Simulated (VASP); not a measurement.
Wanted: the native input for a VASP 6.6.1 run.

```yaml
Task: single point
Functional: PBE
Potentials_or_basis: VASP PAW PBE potentials, release 64 (Hf_pv, O)
Cutoff: 600 eV
k_mesh: 6 × 6 × 6
Occupations: gaussian, width 0.02 eV
Spin: no spin polarisation
Dipole_correction: no
Further_INCAR_settings: ALGO = Normal; EDIFF = 1e-06; NBANDS = 31
```

The structure of HfO2 lies in POSCAR:

```
HfO2
1.0
    3.8678262868      0.0000000000      0.0000000000
    0.0000000000      3.8678262868      0.0000000000
    0.0000000000      0.0000000000      5.1586973636
Hf O
2 4
Direct
    0.0000000000      0.0000000000      0.0000000000
    0.5000000000      0.5000000000      0.5000000000
    0.0000000000      0.5000000000      0.3211767667
    0.5000000000      0.0000000000      0.1788232333
    0.5000000000      1.0000000000      0.6788232333
    0.0000000000      0.5000000000      0.8211767667
```

One way to write it, as run:

INCAR

```
SYSTEM = HfO2
  ALGO = Normal
  EDIFF = 1E-6
  ENCUT = 600
  GGA = PE
  GGA_COMPAT = .FALSE.
  ISIF = 2
  ISMEAR = 0
  LASPH = .TRUE.
  LCHARG = .FALSE.
  LREAL = .FALSE.
  LWAVE = .FALSE.
  NBANDS = 31
  NELM = 120
  PREC = Accurate
  SIGMA = 0.02
```

KPOINTS

```
k-points
0
G
  6 6 6
  0 0 0
```

Potentials or basis: VASP PAW PBE potentials, release 64 (Hf_pv, O).

Launch:

```bash
$ cat potpaw_PBE.64/Hf_pv/POTCAR potpaw_PBE.64/O/POTCAR > POTCAR
$ mpirun -np 1 vasp_std > vasp.out
```

It gave:

| Property | Result |
| --- | --- |
| Pressure | -23.5 GPa |
| Largest force | 0.052 eV/Å |
| Band gap on the k mesh | 3.27 eV (least direct gap 3.31 eV) |

Caveat: the stress differs along the axes, from -34 to -2 GPa; spin-orbit coupling is left out, which moves the levels of the heavy elements.

Wall time 62 s on 1 thread of Intel(R) Xeon(R) Platinum 8488C (Sapphire Rapids), on a shared host, peak memory 0.25 GiB.
